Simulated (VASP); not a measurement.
# Cu (P6_3/mmc) in VASP: single point with LDA

Aim: the single point of Cu with LDA.

Program: VASP 6.6.1. These are calculated values, not measurements. Logs are shortened: lines on timing, memory, paths and dates and some standing lists are left out, and cuts for length are marked.

## (1) The cell of the first run

The structure is hexagonal, space group P6_3/mmc (No. 194). Conventional cell: a = 2.420 Å, b = 2.420 Å, c = 7.906 Å, α = 90.00°, β = 90.00°, γ = 120.00°. Within 3.2 Å of Cu (site symmetry -3m) lie 12 Cu at 2.42 Å. Within 3.2 Å of Cu (site symmetry -6m2) lie 12 Cu at 2.42 Å.

This isn't the form of Cu at room conditions, which is fcc.

## (2) Single point, LDA (10.02 Å³/atom)

Input file INCAR:

```
PREC = Accurate
ENCUT = 820
EDIFF = 1E-6
ISMEAR = -1
SIGMA = 0.1
LREAL = F
LASPH = T
NELM = 120
ALGO = Normal
ISIF = 2
LWAVE = F
LCHARG = T
GGA = CA
LELF = T
LVHAR = T
NBANDS = 46
GGA_COMPAT = F
```

Input file KPOINTS:

```
regular mesh
0
Gamma
  19 19 5
```

Input file POSCAR:

```
Cu
1.0
    2.4199157783      0.0000000000      0.0000000000
   -1.2099578891      2.0957085390      0.0000000000
    0.0000000000      0.0000000000      7.9064757265
Cu
4
Direct
    0.0000000000      1.0000000000      1.0000000000
    1.0000000000      1.0000000000      0.5000000000
    0.3333333333      0.6666666667      0.2500000000
    0.6666666667      0.3333333333      0.7500000000
```

Potentials or basis: VASP PAW LDA potentials, release 64 (Cu_sv_GW).

Command:

```
$ cat potpaw_LDA.64/Cu_sv_GW/POTCAR > POTCAR
$ mpirun -np 1 vasp_std > vasp.out
```

OUTCAR:

```text
PREC = Accurate
   ENCUT = 820
   EDIFF = 1E-6
   ISMEAR = -1
   LREAL = F
   LASPH = T
   NELM = 120
   ISIF = 2
   GGA = CA

 ion  position               nearest neighbor table
   1  0.000  0.000  0.000-   3 2.42   4 2.42   3 2.42   4 2.42   4 2.42   3 2.42
   2  0.000  0.000  0.500-   3 2.42   4 2.42   3 2.42   4 2.42   4 2.42   3 2.42
   3  0.333  0.667  0.250-   1 2.42   2 2.42   1 2.42   2 2.42   1 2.42   2 2.42
   4  0.667  0.333  0.750-   1 2.42   2 2.42   1 2.42   2 2.42   1 2.42   2 2.42

  LATTYP: Found a hexagonal cell.
 ALAT       =     2.4199157783
 C/A-ratio  =     3.2672524380

  Lattice vectors:

 A1 = (   2.4199157783,   0.0000000000,   0.0000000000)
 A2 = (  -1.2099578891,   2.0957085390,   0.0000000000)
 A3 = (   0.0000000000,   0.0000000000,   7.9064757265)

Analysis of symmetry for initial positions (statically):
=====================================================================
 Subroutine PRICEL returns:
 Original cell was already a primitive cell.

 Routine SETGRP: Setting up the symmetry group for a
 hexagonal supercell.

 Subroutine GETGRP returns: Found 24 space group operations
 (whereof 12 operations were pure point group operations)
 out of a pool of 24 trial point group operations.

The static configuration has the point symmetry D_3d.
 The point group associated with its full space group is D_6h.

Analysis of symmetry for dynamics (positions and initial velocities):
=====================================================================
 Subroutine PRICEL returns:
 Original cell was already a primitive cell.

 Routine SETGRP: Setting up the symmetry group for a
 hexagonal supercell.

 Subroutine GETGRP returns: Found 24 space group operations
 (whereof 12 operations were pure point group operations)
 out of a pool of 24 trial point group operations.

The dynamic configuration has the point symmetry D_3d.
 The point group associated with its full space group is D_6h.

 Subroutine INISYM returns: Found 24 space group operations
 (whereof 12 operations are pure point group operations),
 and found     1 'primitive' translations

----------------------------------------------------------------------------------------

                                     Primitive cell

  volume of cell :      40.0972

  direct lattice vectors                    reciprocal lattice vectors
     2.419915778  0.000000000  0.000000000     0.413237522  0.238582795  0.000000000
    -1.209957889  2.095708539  0.000000000     0.000000000  0.477165589  0.000000000
     0.000000000  0.000000000  7.906475727     0.000000000  0.000000000  0.126478602

  length of vectors
     2.419915778  2.419915778  7.906475727     0.477165589  0.477165589  0.126478602

  position of ions in fractional coordinates (direct lattice)
     0.000000000  0.000000000  0.000000000
     0.000000000  0.000000000  0.500000000
     0.333333333  0.666666667  0.250000000
     0.666666667  0.333333333  0.750000000

  ion indices of the primitive-cell ions
   primitive index   ion index
                 1           1
                 2           2
                 3           3
                 4           4

----------------------------------------------------------------------------------------

 KPOINTS: regular mesh

Automatic generation of k-mesh.
 Grid dimensions read from file:
 generate k-points for:   19   19    5

 Generating k-lattice:

  Cartesian coordinates                     Fractional coordinates (reciprocal lattice)
     0.021749343  0.012556989  0.000000000     0.052631579  0.000000000  0.000000000
     0.000000000  0.025113978  0.000000000     0.000000000  0.052631579  0.000000000
     0.000000000  0.000000000  0.025295720     0.000000000  0.000000000  0.200000000

  Length of vectors
     0.025113978  0.025113978  0.025295720

  Shift w.r.t. Gamma in fractional coordinates (k-lattice)
     0.000000000  0.000000000  0.000000000

 Subroutine IBZKPT returns following result:
 ===========================================

 Found    120 irreducible k-points:

 Following reciprocal coordinates:
            Coordinates               Weight
  0.000000  0.000000  0.000000      1.000000
  0.052632 -0.000000  0.000000      6.000000
  0.105263 -0.000000  0.000000      6.000000
  0.157895  0.000000  0.000000      6.000000
  0.210526  0.000000  0.000000      6.000000
  0.263158  0.000000  0.000000      6.000000
[... 16 lines left out ...]
  0.263158  0.105263  0.000000     12.000000
  0.315789  0.105263  0.000000     12.000000
 [... further k-points ...]
   k-points           NKPTS =    120   k-points in BZ     NKDIM =    120   number of bands    NBANDS=     46
   number of dos      NEDOS =    301   number of ions     NIONS =      4
   total plane-waves  NPLWV =  46080
   dimension x,y,z NGX =    24 NGY =   24 NGZ =   80
   dimension x,y,z NGXF=    48 NGYF=   48 NGZF=  160
   ions per type =               4
   NGX,Y,Z   is equivalent  to a cutoff of  16.49, 16.49, 16.82 a.u.
   NGXF,Y,Z  is equivalent  to a cutoff of  32.98, 32.98, 33.64 a.u.
 SYSTEM =  unknown system
   PREC   = accura    normal or accurate (medium, high low for compatibility)
   ISTART =      0    job   : 0-new  1-cont  2-samecut
   ICHARG =      2    charge: 1-file 2-atom 10-const
   ISPIN  =      1    spin polarized calculation?
   LNONCOLLINEAR =      F non collinear calculations
   LSORBIT =      F    spin-orbit coupling
   LASPH  =      T    aspherical Exc in radial PAW
   ENCUT  =  820.0 eV  60.27 Ry    7.76 a.u.   5.65  5.65 18.46*2*pi/ulx,y,z
   NELM   =    120;   NELMIN=  2; NELMDL= -5     # of ELM steps
   EDIFF  = 0.1E-05   stopping-criterion for ELM
   LREAL  =      F    real-space projection
   EDIFFG = 0.1E-04   stopping-criterion for IOM
   NSW    =      0    number of steps for IOM
   IBRION =     -1    ionic relax: 0-MD 1-quasi-New 2-CG
   NFREE  =      0    steps in history (QN), initial steepest desc. (CG)
   ISIF   =      2    stress and relaxation
   ISYM   =      2    0-nonsym 1-usesym 2-fastsym
   POTIM  = 0.5000    time-step for ionic-motion
   TEBEG  =    0.0;   TEEND  =   0.0 temperature during run
   PSTRESS=    0.0 pullay stress
   NELECT =      76.0000    total number of electrons
   NUPDOWN=      -1.0000    fix difference up-down
   EMIN   =  10.00;   EMAX   =-10.00  energy-range for DOS
   EFERMI =   0.00;   METHOD = LEGACY
   ISMEAR =    -1;   SIGMA  =   0.10  broadening in eV -4-tet -1-fermi 0-gaus
   EFERMI_NEDOS =   21; number of points for ismear=-14 and -15
   IALGO  =     38    algorithm
   IMIX   =      4    mixing-type and parameters
     AMIX     =   0.40;   BMIX     =  1.00
     AMIX_MAG =   1.60;   BMIX_MAG =  1.00
  volume/ion in A,a.u.               =      10.02        67.65
  Fermi-wavevector in a.u.,A,eV,Ry     =   2.026009  3.828602 55.847995  4.104712
  Thomas-Fermi vector in A             =   3.035111
   LORBIT       =      0    0 simple, 1 ext, 2 COOP (PROOUT), +10 PAW based schemes
   GGA     = CA    functional components
   LHFCALC =     F    Hartree Fock is set to
   AEXX    =    0.0000 exact exchange contribution
   IVDW    =     0    specifies the selected vdW correction
   LEPSILON=     F    determine dielectric tensor
   LRPA    =     F    only Hartree local field effects (RPA)
 non-spin polarized calculation
  energy-cutoff  :      820.00
  volume of cell :       40.10
 maximum number of plane-waves:      2161
 NGX is ok and might be reduce to    24
   NGX = 11   NGY = 11   NGZ = 37

 number of electron      76.0000025 magnetization

 Free energy of the ion-electron system (eV)
  ---------------------------------------------------
  ext. energy  EPLUGINS =         0.00000000
  ---------------------------------------------------
  free energy    TOTEN  =       -19.23653880 eV

  energy without entropy =      -19.20196045  energy(sigma->0) =      -19.21924963

 E-fermi :   9.4422     XC(G=0): -14.9258

 val. band max:        9.4359554740   @ k =   0.4737   0.0000   0.0000
 cond. band min:       9.4432477940   @ k =   0.1053  -0.0000   0.0000
 fundamental gap:      0.0072923200
 Fermi energy:         9.4422136663

 k-point     1 :       0.0000    0.0000    0.0000
  band No.  band energies     occupation
      1    -102.5491      2.00000
      2    -102.5336      2.00000
      3    -102.5320      2.00000
      4    -102.5168      2.00000
      5     -60.5987      2.00000
      6     -60.4958      2.00000
[... 38 lines left out ...]
     45      32.7382      0.00000
     46      33.6654      0.00000

 k-point     2 :       0.0526   -0.0000    0.0000
  band No.  band energies     occupation
      1    -102.5483      2.00000
      2    -102.5330      2.00000
      3    -102.5314      2.00000
      4    -102.5164      2.00000
      5     -60.5968      2.00000
      6     -60.4962      2.00000
[... 38 lines left out ...]
     45      32.0288      0.00000
     46      32.3870      0.00000

 k-point     3 :       0.1053   -0.0000    0.0000
  band No.  band energies     occupation
      1    -102.5460      2.00000
      2    -102.5314      2.00000
      3    -102.5297      2.00000
      4    -102.5151      2.00000
      5     -60.5914      2.00000
      6     -60.4985      2.00000
[... 38 lines left out ...]
     45      30.1599      0.00000
     46      30.2536      0.00000

 k-point     4 :       0.1579    0.0000    0.0000
  band No.  band energies     occupation
      1    -102.5424      2.00000
      2    -102.5289      2.00000
      3    -102.5271      2.00000
      4    -102.5134      2.00000
      5     -60.5828      2.00000
      6     -60.5043      2.00000
[... 920 lines left out ...]
     45      23.6101      0.00000
     46      25.3967      0.00000

 k-point    23 :       0.2632    0.1053    0.0000
  band No.  band energies     occupation
      1    -102.5262      2.00000
      2    -102.5177      2.00000
      3    -102.5159      2.00000
      4    -102.5073      2.00000
      5     -60.5566      2.00000
      6     -60.5554      2.00000
[... 38 lines left out ...]
     45      22.6948      0.00000
     46      25.3482      0.00000

 k-point    24 :       0.3158    0.1053    0.0000
  band No.  band energies     occupation
      1    -102.5215      2.00000
      2    -102.5148      2.00000
      3    -102.5130      2.00000
      4    -102.5062      2.00000
      5     -60.5730      2.00000
      6     -60.5713      2.00000
[... 38 lines left out ...]
     45      21.9825      0.00000
     46      24.5632      0.00000

 [... further k-points ...]
[... 5 lines left out ...]
  --------------------------------------------------------------------------------------
  -------------------------------------------------------------------------------------
  Total        4.4233944      4.4233944      4.7027683      0.0000000      0.0000000      0.0000000
  in kB      176.7470467    176.7470467    187.9100856      0.0000000      0.0000000      0.0000000
  external PRESSURE =     180.4680597 kB  Pullay stress =       0.0000000 kB

 VOLUME and BASIS-vectors are now :
 -----------------------------------------------------------------------------
  energy-cutoff  :      820.00
  volume of cell :       40.10
      direct lattice vectors                 reciprocal lattice vectors
     2.419915778  0.000000000  0.000000000     0.413237522  0.238582795  0.000000000
    -1.209957889  2.095708539  0.000000000     0.000000000  0.477165589  0.000000000
     0.000000000  0.000000000  7.906475727     0.000000000  0.000000000  0.126478602

 POSITION                                       TOTAL-FORCE (eV/Angst)
 -----------------------------------------------------------------------------------
      0.00000      0.00000      0.00000         0.000000      0.000000     -0.000000
      0.00000      0.00000      3.95324         0.000000      0.000000     -0.000000
     -0.00000      1.39714      1.97662         0.000000      0.000000      0.000000
      1.20996      0.69857      5.92986        -0.000000      0.000000      0.000000
 -----------------------------------------------------------------------------------
    total drift:                               -0.000000      0.000000     -0.000000

  FREE ENERGIE OF THE ION-ELECTRON SYSTEM (eV)
  ---------------------------------------------------
  free  energy   TOTEN  =       -19.2365388022 eV

  energy  without entropy=      -19.2019604539  energy(sigma->0) =      -19.21924963
```

Wall time 4.2 min (1 thread of Intel Xeon 6975P-C (Granite Rapids), shared host); peak memory 0.44 GiB.

Results:

```
Free energy            : -19.2365 eV
Pressure               : 18.0 GPa
Band gap on the k mesh : zero (bands 38 and 39 overlap by 5.83 eV)
```

Caveat: the cell stands under pressure.
